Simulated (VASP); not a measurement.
Write the native input for VASP 6.6.1 that does the following.

```
Task                   : single point
Functional             : PBE
Dispersion             : D3(BJ)
Potentials or basis    : VASP PAW PBE potentials, release 64 (Ce, O)
Cutoff                 : 520 eV
k mesh                 : 6 × 6 × 6
Occupations            : gaussian, width 0.1 eV
Spin                   : no spin polarisation
Dipole correction      : no
Further INCAR settings : ALGO = Normal; EDIFF = 1e-06; NBANDS = 19
```

The structure of CeO2 lies in POSCAR:

```
CeO2
1.0
    0.0000000000      2.7036500000      2.7036500000
    2.7036500000      0.0000000000      2.7036500000
    2.7036500000      2.7036500000      0.0000000000
Ce O
1 2
Direct
    0.0000000000      0.0000000000      0.0000000000
    0.2500000000      0.2500000000      0.2500000000
    0.7500000000      0.7500000000      0.7500000000
```

One way to write it, as run:

INCAR

```
SYSTEM = CeO2
  PREC = Accurate
  ENCUT = 520
  EDIFF = 1E-6
  ISMEAR = 0
  SIGMA = 0.1
  LREAL = .False.
  LASPH = .True.
  NELM = 80
  ALGO = Normal
  ISIF = 2
  LWAVE = .False.
  LCHARG = .False.
  GGA = PE
  IVDW = 12
  NBANDS = 19
```

KPOINTS

```
Automatic mesh
0
Gamma
  6 6 6
  0 0 0
```

Potentials or basis: VASP PAW PBE potentials, release 64 (Ce, O).

The run is started by

```console
$ cat potpaw_PBE.64/Ce/POTCAR potpaw_PBE.64/O/POTCAR > POTCAR
$ mpirun -np 1 vasp_std > vasp.out
```

Results of the run:

* Pressure: 2.6 GPa
* Band gap on the k mesh: 2.07 eV (least direct gap 2.14 eV)
* Dispersion energy per atom: -0.250 eV

Caveat: spin-orbit coupling is left out, which moves the levels of the heavy elements; semilocal functionals describe open f shells poorly, which spoils levels, moments and volumes.

It took 30 s on 1 thread of Intel Xeon 8259CL, with other jobs on the host, peak memory 0.18 GiB.
